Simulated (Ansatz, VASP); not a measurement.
Zn in VASP and in Ansatz

File INCAR:

```
ALGO = Normal
EDIFF = 1E-6
ENCUT = 520
GGA = RE
ISIF = 2
ISMEAR = -1
LASPH = True
LCHARG = False
LREAL = False
LWAVE = False
NBANDS = 12
NELM = 80
PREC = Accurate
SIGMA = 0.1
```

File KPOINTS:

```
k-points
0
Gamma
  13 13 13
```

Contents of POSCAR:

```
Zn
1.0
    2.7647455259      0.0000000000      0.0000000000
    0.0000000000      2.7647455259      0.0000000000
    0.0000000000      0.0000000000      2.7647455259
Zn
1
Direct
    0.0000000000      0.0000000000      0.0000000000
```

Input for Ansatz:

```yaml
crystal:
  lattice:
    - [2.7647455259, 0.0, 0.0]
    - [0.0, 2.7647455259, 0.0]
    - [0.0, 0.0, 2.7647455259]
  atoms:
    - { symbol: Zn, position: [0.0, 0.0, 0.0] }
hamiltonian:
  xc: revpbe
  pseudopotentials:
    kind: paw
    azcp:
      Zn: "pseudopotentials/Zn.paw.azcp"
basis:
  ecutwfc: 420
  fft_grid_basis: typed
kpoints:
  mp_grid: { grid: [13, 13, 13], shift: [0, 0, 0] }
magnetization:
  spin_polarized: false
scf:
  occupations: { method: fermi_dirac, width: 0.1 }
  lower_state_search: "off"
output:
  stress: true
```

Alike in both runs: task single point; functional revPBE; k mesh 13 × 13 × 13; occupations fermi-dirac, width 0.1 eV; no spin polarisation.

|  | VASP | Ansatz |
| --- | --- | --- |
| version | VASP 6.6.1 | Ansatz 0.2.0 |
| potentials or method | VASP PAW PBE potentials, release 64 (Zn), cutoff 520 eV | plane waves (420 eV) with PAW, scalar-relativistic |
| valence electrons in the cell | 12 | 12 |

```csv
,VASP,Ansatz,Ansatz less VASP
pressure (GPa),-3.3,-3.4,-0.09
```

VASP's potentials were made for PBE, not for revPBE.
